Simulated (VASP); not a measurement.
SbPt: single point with PBEsol

SbPt:

```xyz
4
Lattice="4.2641 0.0000 0.0000 -2.1320 3.6928 0.0000 0.0000 0.0000 5.5457" Properties=species:S:1:pos:R:3 pbc="T T T"
Sb    0.0000    2.4619    1.3864
Sb    2.1320    1.2309    4.1593
Pt    0.0000    0.0000    0.0000
Pt    0.0000    0.0000    2.7729
```

This cell differs from its parent crystal: volume scaled by 1.06, then relaxed in part.

* Program: VASP 6.6.1
* Task: single point
* Functional: PBEsol
* Potentials or basis: VASP PAW PBE potentials, release 64 (Sb, Pt)
* Cutoff: 520 eV
* k mesh: 12 × 12 × 8
* Occupations: gaussian, width 0.1 eV
* Spin: no spin polarisation
* Dipole correction: no
* Further INCAR settings: ALGO = Normal; EDIFF = 1e-07; NBANDS = 23

```yaml
Pressure: -7.3 GPa
Band_gap_on_the_k_mesh: zero (band 15 reaches 11.01 eV, above the bottom of band 16 at 7.25 eV)
```

Levels at points of the mesh, in eV from the Fermi level:
```tsv
k point	band 12	band 13	band 14	band 15	band 16	band 17	band 18	band 19
(0.00, 0.00, 0.00)	-1.84	-0.06	-0.06	0.82	2.28	2.38	2.97	3.28
(0.50, 0.00, 0.00)	-2.70	-2.43	-1.97	-1.82	-0.81	1.90	4.06	4.10
(0.00, 0.00, 0.50)	-3.24	-1.24	-1.24	2.19	2.19	2.19	2.19	4.95
(0.50, 0.00, 0.50)	-2.87	-2.75	-2.75	0.41	0.41	1.49	1.49	3.90
```

It took 56 s on 1 thread of Intel(R) Xeon(R) 6975P-C (Granite Rapids), on a shared host, peak memory 0.31 GiB.

Caveat: the PAW data sets were made with another functional, which shifts forces and pressure a little; spin-orbit coupling is left out, which moves the levels of the heavy elements.
